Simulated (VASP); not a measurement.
A run of VASP 6.6.1 is set up as follows.

The input POSCAR:

```
Si
1.0
    2.5996069485      0.0000000000      0.0000000000
   -1.2998034743      2.2513256572      0.0000000000
    0.0000000000      0.0000000000      4.6897522617
Si
2
Direct
    0.3333333333      0.6666666667      0.2500000000
    0.6666666667      0.3333333333      0.7500000000
```

The input INCAR.step1:

```
ALGO = Normal
EDIFF = 1E-4
ENCUT = 520
GGA = PE
ISMEAR = 0
LASPH = True
LCHARG = False
LREAL = False
LWAVE = True
NBANDS = 11
NELM = 80
PREC = Accurate
SIGMA = 0.15
```

Contents of INCAR.step2:

```
ALGO = Normal
EDIFF = 1E-6
ENCUT = 520
ISIF = 2
ISMEAR = 0
ISTART = 1
LASPH = True
LCHARG = True
LELF = True
LMIXTAU = True
LREAL = False
LVHAR = True
LWAVE = False
METAGGA = R2SCAN
NBANDS = 11
NELM = 80
PREC = Accurate
SIGMA = 0.15
```

The input KPOINTS:

```
k-points
0
Gamma
  24 24 14
```

Potentials or basis: VASP PAW PBE potentials, release 64 (Si).

Command:

```bash
$ cat potpaw_PBE.64/Si/POTCAR > POTCAR
$ cp INCAR.step1 INCAR
$ mpirun -np 1 vasp_std > vasp.out
$ cp INCAR.step2 INCAR
$ mpirun -np 1 vasp_std > vasp.out
```

Question: What does it give for the band gap on the k mesh?

Answer: Zero (bands 4 and 5 overlap by 13.58 eV).

Question: Estimate the pressure.

Answer: 0.5 GPa.

Stress tensor (GPa, compression positive):
```
 1.70  0.00  0.00
 0.00  1.70  0.00
 0.00  0.00 -1.75
```

Caveat: the cell differs from its parent crystal (strain -0.015 along x and y, +0.030 along z); the PAW data sets were made with another functional, which shifts forces and pressure a little.
